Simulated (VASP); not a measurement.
# Li2O (Fm-3m) in VASP: further runs

The runs below take Li2O through single point, with PBE.

Program: VASP 6.6.1. These are calculated values, not measurements. Logs are shortened: lines on timing, memory, paths and dates and some standing lists are left out, and cuts for length are marked.

## (1) The cell of the first run

The structure is cubic, space group Fm-3m (No. 225). Conventional cell: a = 4.516 Å, b = 4.516 Å, c = 4.516 Å, α = 90.00°, β = 90.00°, γ = 90.00°. Within 2.6 Å of Li (site symmetry -43m) lie 4 O at 1.96 Å and 6 Li at 2.26 Å. O (site symmetry m-3m) has 8 Li at 1.96 Å within 2.6 Å.

## (2) Single point, PBE

Input file INCAR:

```
SYSTEM = Li2O
  PREC = Accurate
  ENCUT = 750
  EDIFF = 1E-6
  ISMEAR = 0
  SIGMA = 0.01
  LREAL = .False.
  LASPH = .True.
  NELM = 120
  ALGO = Normal
  ISIF = 2
  LWAVE = .False.
  LCHARG = .True.
  GGA = PE
  LELF = .True.
  LVHAR = .True.
  NBANDS = 13
  GGA_COMPAT = .False.
```

Input file KPOINTS:

```
regular mesh
0
Gamma
  6 6 6
  0 0 0
```

Input file POSCAR:

```
Li2O
1.0
    0.0000000000      2.2579459806      2.2579459806
    2.2579459806      0.0000000000      2.2579459806
    2.2579459806      2.2579459806      0.0000000000
Li O
2 1
Direct
    0.2500000000      0.2500000000      0.2500000000
    0.7500000000      0.7500000000      0.7500000000
    0.0000000000      0.0000000000      0.0000000000
```

Potentials or basis: VASP PAW PBE potentials, release 64 (Li_sv, O).

On the command line:

```
$ cat potpaw_PBE.64/Li_sv/POTCAR potpaw_PBE.64/O/POTCAR > POTCAR
$ mpirun -np 1 vasp_std > vasp.out
```

OUTCAR:

```text
SYSTEM = Li2O
   PREC = Accurate
   ENCUT = 750
   EDIFF = 1E-6
   ISMEAR = 0
   LREAL = .False.
   LASPH = .True.
   NELM = 120
   ISIF = 2
   GGA = PE

 ion  position               nearest neighbor table
   1  0.250  0.250  0.250-   3 1.96   3 1.96   3 1.96   3 1.96   2 2.26   2 2.26   2 2.26   2 2.26
                             2 2.26   2 2.26
   2  0.750  0.750  0.750-   3 1.96   3 1.96   3 1.96   3 1.96   1 2.26   1 2.26   1 2.26   1 2.26
                             1 2.26   1 2.26
   3  0.000  0.000  0.000-   2 1.96   2 1.96   2 1.96   1 1.96   1 1.96   1 1.96   2 1.96   1 1.96

  LATTYP: Found a face centered cubic cell.
 ALAT       =     4.5158919612

  Lattice vectors:

 A1 = (   0.0000000000,   2.2579459806,   2.2579459806)
 A2 = (   2.2579459806,   0.0000000000,   2.2579459806)
 A3 = (   2.2579459806,   2.2579459806,   0.0000000000)

Analysis of symmetry for initial positions (statically):
=====================================================================
 Subroutine PRICEL returns:
 Original cell was already a primitive cell.

 Routine SETGRP: Setting up the symmetry group for a
 face centered cubic supercell.

 Subroutine GETGRP returns: Found 48 space group operations
[... 9 lines left out ...]

 Routine SETGRP: Setting up the symmetry group for a
 face centered cubic supercell.

 Subroutine GETGRP returns: Found 48 space group operations
[... 11 lines left out ...]
                                     Primitive cell

  volume of cell :      23.0235

  direct lattice vectors                    reciprocal lattice vectors
     0.000000000  2.257945981  2.257945981    -0.221440196  0.221440196  0.221440196
     2.257945981  0.000000000  2.257945981     0.221440196 -0.221440196  0.221440196
     2.257945981  2.257945981  0.000000000     0.221440196  0.221440196 -0.221440196

  length of vectors
     3.193217829  3.193217829  3.193217829     0.383545670  0.383545670  0.383545670

  position of ions in fractional coordinates (direct lattice)
     0.250000000  0.250000000  0.250000000
     0.750000000  0.750000000  0.750000000
     0.000000000  0.000000000  0.000000000

  ion indices of the primitive-cell ions
   primitive index   ion index
                 1           1
                 2           2
                 3           3

----------------------------------------------------------------------------------------

 KPOINTS: regular mesh

Automatic generation of k-mesh.
 Grid dimensions read from file:
 generate k-points for:    6    6    6

 Generating k-lattice:

  Cartesian coordinates                     Fractional coordinates (reciprocal lattice)
    -0.036906699  0.036906699  0.036906699     0.166666667  0.000000000  0.000000000
     0.036906699 -0.036906699  0.036906699     0.000000000  0.166666667  0.000000000
     0.036906699  0.036906699 -0.036906699     0.000000000  0.000000000  0.166666667

  Length of vectors
     0.063924278  0.063924278  0.063924278

  Shift w.r.t. Gamma in fractional coordinates (k-lattice)
     0.000000000  0.000000000  0.000000000

 Subroutine IBZKPT returns following result:
 ===========================================

 Found     16 irreducible k-points:

 Following reciprocal coordinates:
            Coordinates               Weight
  0.000000  0.000000  0.000000      1.000000
  0.166667  0.000000  0.000000      8.000000
  0.333333  0.000000  0.000000      8.000000
  0.500000  0.000000  0.000000      4.000000
  0.166667  0.166667  0.000000      6.000000
  0.333333  0.166667  0.000000     24.000000
[... 8 lines left out ...]
 -0.333333  0.333333  0.166667     24.000000
 -0.333333  0.500000  0.166667     12.000000
   k-points           NKPTS =     16   k-points in BZ     NKDIM =     16   number of bands    NBANDS=     13
   number of dos      NEDOS =    301   number of ions     NIONS =      3
   total plane-waves  NPLWV =  27000
   dimension x,y,z NGX =    30 NGY =   30 NGZ =   30
   dimension x,y,z NGXF=    60 NGYF=   60 NGZF=   60
   ions per type =               2   1
   NGX,Y,Z   is equivalent  to a cutoff of  15.62, 15.62, 15.62 a.u.
   NGXF,Y,Z  is equivalent  to a cutoff of  31.24, 31.24, 31.24 a.u.
 SYSTEM =  Li2O
   PREC   = accura    normal or accurate (medium, high low for compatibility)
   ISTART =      0    job   : 0-new  1-cont  2-samecut
   ICHARG =      2    charge: 1-file 2-atom 10-const
   ISPIN  =      1    spin polarized calculation?
   LNONCOLLINEAR =      F non collinear calculations
   LSORBIT =      F    spin-orbit coupling
   LASPH  =      T    aspherical Exc in radial PAW
   ENCUT  =  750.0 eV  55.12 Ry    7.42 a.u.   7.13  7.13  7.13*2*pi/ulx,y,z
   NELM   =    120;   NELMIN=  2; NELMDL= -5     # of ELM steps
   EDIFF  = 0.1E-05   stopping-criterion for ELM
   LREAL  =      F    real-space projection
   EDIFFG = 0.1E-04   stopping-criterion for IOM
   NSW    =      0    number of steps for IOM
   IBRION =     -1    ionic relax: 0-MD 1-quasi-New 2-CG
   NFREE  =      0    steps in history (QN), initial steepest desc. (CG)
   ISIF   =      2    stress and relaxation
   ISYM   =      2    0-nonsym 1-usesym 2-fastsym
   POTIM  = 0.5000    time-step for ionic-motion
   TEBEG  =    0.0;   TEEND  =   0.0 temperature during run
   PSTRESS=    0.0 pullay stress
   NELECT =      12.0000    total number of electrons
   NUPDOWN=      -1.0000    fix difference up-down
   EMIN   =  10.00;   EMAX   =-10.00  energy-range for DOS
   EFERMI =   0.00;   METHOD = LEGACY
   ISMEAR =     0;   SIGMA  =   0.01  broadening in eV -4-tet -1-fermi 0-gaus
   EFERMI_NEDOS =   21; number of points for ismear=-14 and -15
   IALGO  =     38    algorithm
   IMIX   =      4    mixing-type and parameters
     AMIX     =   0.40;   BMIX     =  1.00
     AMIX_MAG =   1.60;   BMIX_MAG =  1.00
  volume/ion in A,a.u.               =       7.67        51.79
  Fermi-wavevector in a.u.,A,eV,Ry     =   1.317483  2.489682 23.616470  1.735762
  Thomas-Fermi vector in A             =   2.447521
   LORBIT       =      0    0 simple, 1 ext, 2 COOP (PROOUT), +10 PAW based schemes
   GGA     = PE    functional components
   LHFCALC =     F    Hartree Fock is set to
   AEXX    =    0.0000 exact exchange contribution
   IVDW    =     0    specifies the selected vdW correction
   LEPSILON=     F    determine dielectric tensor
   LRPA    =     F    only Hartree local field effects (RPA)
 non-spin polarized calculation
 Gauss-broadening in eV      SIGMA  =   0.01
  energy-cutoff  :      750.00
  volume of cell :       23.02
 maximum number of plane-waves:      1090
 NGX is ok and might be reduce to    30
   NGX = 15   NGY = 15   NGZ = 15

 number of electron      12.0000003 magnetization

 Free energy of the ion-electron system (eV)
  ---------------------------------------------------
  ext. energy  EPLUGINS =         0.00000000
  ---------------------------------------------------
  free energy    TOTEN  =       -14.32107723 eV

  energy without entropy =      -14.32107723  energy(sigma->0) =      -14.32107723

 E-fermi :   1.8111     XC(G=0): -10.0422

 val. band max:        1.7070999916   @ k =   0.0000   0.0000   0.0000
 cond. band min:       6.8162868289   @ k =   0.5000   0.5000   0.0000
 fundamental gap:      5.1091868373
 Fermi energy:         1.8110869715

 k-point     1 :       0.0000    0.0000    0.0000
  band No.  band energies     occupation
      1     -41.1562      2.00000
      2     -40.7476      2.00000
      3     -13.8537      2.00000
      4       1.7071      2.00000
      5       1.7071      2.00000
      6       1.7071      2.00000
      7       7.4924      0.00000
      8      14.0408      0.00000
      9      14.0408      0.00000
     10      14.0408      0.00000
     11      21.4371      0.00000
     12      21.4371      0.00000
     13      21.4371      0.00000

 k-point     2 :       0.1667    0.0000    0.0000
  band No.  band energies     occupation
      1     -41.1242      2.00000
      2     -40.7708      2.00000
      3     -13.8006      2.00000
      4       0.8249      2.00000
      5       1.5751      2.00000
      6       1.5751      2.00000
      7       8.1843      0.00000
      8      14.1097      0.00000
      9      14.4005      0.00000
     10      14.4005      0.00000
     11      19.5327      0.00000
     12      19.5327      0.00000
     13      22.4299      0.00000

 k-point     3 :       0.3333    0.0000    0.0000
  band No.  band energies     occupation
      1     -41.0406      2.00000
      2     -40.8370      2.00000
      3     -13.6845      2.00000
      4      -0.6096      2.00000
      5       1.3343      2.00000
      6       1.3343      2.00000
      7       9.7546      0.00000
      8      13.5400      0.00000
      9      14.4352      0.00000
     10      14.4352      0.00000
     11      19.4345      0.00000
     12      19.4345      0.00000
     13      24.4978      0.00000
[... 177 lines left out ...]
 k-point    15 :      -0.3333    0.3333    0.1667
  band No.  band energies     occupation
      1     -40.9296      2.00000
      2     -40.9292      2.00000
      3     -13.5774      2.00000
      4      -0.6839      2.00000
      5       0.3802      2.00000
      6       0.5767      2.00000
      7       9.5172      0.00000
      8      12.6406      0.00000
      9      16.0003      0.00000
     10      16.2602      0.00000
     11      20.1460      0.00000
     12      20.4651      0.00000
     13      25.8148      0.00000

 k-point    16 :      -0.3333    0.5000    0.1667
  band No.  band energies     occupation
      1     -40.9607      2.00000
      2     -40.8945      2.00000
      3     -13.5667      2.00000
      4      -0.1639      2.00000
      5       0.0956      2.00000
      6       0.1739      2.00000
      7       8.3615      0.00000
      8      13.6114      0.00000
      9      16.2589      0.00000
     10      16.9697      0.00000
     11      19.2971      0.00000
     12      22.5038      0.00000
     13      24.7550      0.00000

------------------------ aborting loop because EDIFF is reached ----------------------------------------

  FORCE on cell =-STRESS in cart. coord.  units (eV):
  Direction    XX          YY          ZZ          XY          YZ          ZX
  --------------------------------------------------------------------------------------
  -------------------------------------------------------------------------------------
  Total        0.9174820      0.9174820      0.9174820     -0.0000000      0.0000000      0.0000000
  in kB       63.8465590     63.8465590     63.8465590     -0.0000000      0.0000000      0.0000000
  external PRESSURE =      63.8465590 kB  Pullay stress =       0.0000000 kB

 VOLUME and BASIS-vectors are now :
 -----------------------------------------------------------------------------
  energy-cutoff  :      750.00
  volume of cell :       23.02
      direct lattice vectors                 reciprocal lattice vectors
     0.000000000  2.257945981  2.257945981    -0.221440196  0.221440196  0.221440196
     2.257945981  0.000000000  2.257945981     0.221440196 -0.221440196  0.221440196
     2.257945981  2.257945981  0.000000000     0.221440196  0.221440196 -0.221440196

 POSITION                                       TOTAL-FORCE (eV/Angst)
 -----------------------------------------------------------------------------------
      1.12897      1.12897      1.12897        -0.000000      0.000000     -0.000000
      3.38692      3.38692      3.38692         0.000000      0.000000     -0.000000
      0.00000      0.00000      0.00000        -0.000000     -0.000000      0.000000
 -----------------------------------------------------------------------------------
    total drift:                                0.000000     -0.000000      0.000000

  FREE ENERGIE OF THE ION-ELECTRON SYSTEM (eV)
  ---------------------------------------------------
  free  energy   TOTEN  =       -14.3210772296 eV

  energy  without entropy=      -14.3210772296  energy(sigma->0) =      -14.32107723
```

Wall time 8.6 s (1 thread of Intel Xeon Platinum 8488C (Sapphire Rapids), shared host); peak memory 0.15 GiB.

Results:

```
Free energy            : -14.3211 eV
Pressure               : 6.4 GPa
Band gap on the k mesh : 5.11 eV, indirect (least direct gap 5.79 eV)
```

Levels at points of the mesh, in eV from the valence-band top:
```tsv
k point	band 4	band 5	band 6	band 7	band 8	band 9
(0.00, 0.00, 0.00)	0.00	0.00	0.00	5.79	12.33	12.33
(0.50, 0.00, 0.00)	-2.94	-0.48	-0.48	9.67	10.51	12.45
(0.50, 0.50, 0.00)	-1.66	-1.50	-1.50	5.11	14.19	14.19
```

## (3) Single point, PBE

This run uses another cell than the first one, of 7.92 Å³/atom, 1.032 times its volume.

Input file INCAR:

```
SYSTEM = Li2O
PREC     = Accurate       ! precision mode
ENCUT    = 750            ! plane-wave cutoff, eV
EDIFF    = 1E-6           ! SCF threshold, eV
ISMEAR   = 0              ! smearing method
SIGMA    = 0.01           ! smearing width, eV
LREAL    = .False.        ! projectors in reciprocal space
LASPH    = .True.         ! aspherical terms in the spheres
NELM     = 120            ! most SCF steps
ALGO     = Normal         ! electronic algorithm
ISIF     = 2              ! what is computed and relaxed
LWAVE    = .False.        ! write WAVECAR
LCHARG   = .True.         ! write CHGCAR
GGA      = PE             ! functional
LELF     = .True.         ! ELF
LVHAR    = .True.       
NBANDS   = 13             ! bands
GGA_COMPAT= .False.
```

KPOINTS is that of step 2.

Input file POSCAR:

```
Li2O
1.0
    0.0000000000      2.2817155798      2.2817155798
    2.2817155798      0.0000000000      2.2817155798
    2.2817155798      2.2817155798      0.0000000000
Li O
2 1
Direct
    0.2500000000      0.2500000000      0.2500000000
    0.7500000000      0.7500000000      0.7500000000
    0.0000000000      0.0000000000      0.0000000000
```

Potentials or basis: VASP PAW PBE potentials, release 64 (Li_sv, O).

On the command line:

```
$ cat potpaw_PBE.64/Li_sv/POTCAR potpaw_PBE.64/O/POTCAR > POTCAR
$ mpirun -np 1 vasp_std > vasp.out
```

OUTCAR:

```text
SYSTEM = Li2O
   PREC = Accurate
   ENCUT = 750
   EDIFF = 1E-6
   ISMEAR = 0
   LREAL = .False.
   LASPH = .True.
   NELM = 120
   ISIF = 2
   GGA = PE

 ion  position               nearest neighbor table
   1  0.250  0.250  0.250-   3 1.98   3 1.98   3 1.98   3 1.98   2 2.28   2 2.28   2 2.28   2 2.28
                             2 2.28   2 2.28
   2  0.750  0.750  0.750-   3 1.98   3 1.98   3 1.98   3 1.98   1 2.28   1 2.28   1 2.28   1 2.28
                             1 2.28   1 2.28
   3  0.000  0.000  0.000-   2 1.98   2 1.98   2 1.98   1 1.98   2 1.98   1 1.98   1 1.98   1 1.98

  LATTYP: Found a face centered cubic cell.
 ALAT       =     4.5634311596
[... 442 lines left out ...]
  --------------------------------------------------------------------------------------
  -------------------------------------------------------------------------------------
  Total        0.4795001      0.4795001      0.4795001      0.0000000     -0.0000000      0.0000000
  in kB       32.3358872     32.3358872     32.3358872      0.0000000     -0.0000000      0.0000000
  external PRESSURE =      32.3358872 kB  Pullay stress =       0.0000000 kB

 VOLUME and BASIS-vectors are now :
 -----------------------------------------------------------------------------
  energy-cutoff  :      750.00
  volume of cell :       23.76
      direct lattice vectors                 reciprocal lattice vectors
     0.000000000  2.281715580  2.281715580    -0.219133359  0.219133359  0.219133359
     2.281715580  0.000000000  2.281715580     0.219133359 -0.219133359  0.219133359
     2.281715580  2.281715580  0.000000000     0.219133359  0.219133359 -0.219133359

 POSITION                                       TOTAL-FORCE (eV/Angst)
 -----------------------------------------------------------------------------------
      1.14086      1.14086      1.14086         0.000000      0.000000      0.000000
      3.42257      3.42257      3.42257        -0.000000     -0.000000     -0.000000
      0.00000      0.00000      0.00000         0.000000     -0.000000     -0.000000
 -----------------------------------------------------------------------------------
    total drift:                                0.000000     -0.000000      0.000000

  FREE ENERGIE OF THE ION-ELECTRON SYSTEM (eV)
  ---------------------------------------------------
  free  energy   TOTEN  =       -14.3449713775 eV

  energy  without entropy=      -14.3449713775  energy(sigma->0) =      -14.34497138
```

stdout:

```text
POSCAR found type information on POSCAR LiO
 POSCAR found :  2 types and       3 ions
 scaLAPACK will be used
 LDA part: xc-table for (Slater+PW92), standard interpolation
 POSCAR, INCAR and KPOINTS ok, starting setup
 FFT: planning ... GRIDC
 FFT: planning ... GRID_SOFT
 FFT: planning ... GRID
 WAVECAR not read
 entering main loop
```

Wall time 9.9 s (1 thread of Intel Xeon Platinum 8488C (Sapphire Rapids), shared host); peak memory 0.15 GiB.

Results:

```
Free energy            : -14.3450 eV
Pressure               : 3.2 GPa
Band gap on the k mesh : 5.05 eV, indirect (least direct gap 5.54 eV)
```

[end of part 1 of 2]
